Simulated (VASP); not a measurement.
The system is PbO.

```
CELL_PARAMETERS angstrom
3.17937 0.00000 0.00000
0.00000 3.17937 0.00000
0.00000 0.00000 3.17937
ATOMIC_POSITIONS crystal
Pb 0.00000 0.00000 0.00000
O 0.50000 0.50000 0.50000
```

Program: VASP 6.6.1. Alike in all runs: task single point; potentials or basis VASP PAW PBE potentials, release 64 (Pb_d, O); no spin polarisation; cell as given. Hardware: 1 thread of Intel Xeon 8259CL (shared host).

Question: Order these runs on this cell by their wall time, lowest first.
A. level PBEsol; k mesh 6 × 6 × 6; cutoff (eV) 600; smearing methfessel-paxton 0.5 eV
B. level PBEsol; k mesh 3 × 3 × 3; cutoff (eV) 600; smearing gaussian 0.01 eV
C. level r2SCAN; k mesh 6 × 6 × 6; cutoff (eV) 660; smearing gaussian 0.01 eV

Answer: B (6 s), A (16 s), C (60 s).

Caveats: some runs use coarse meshes.
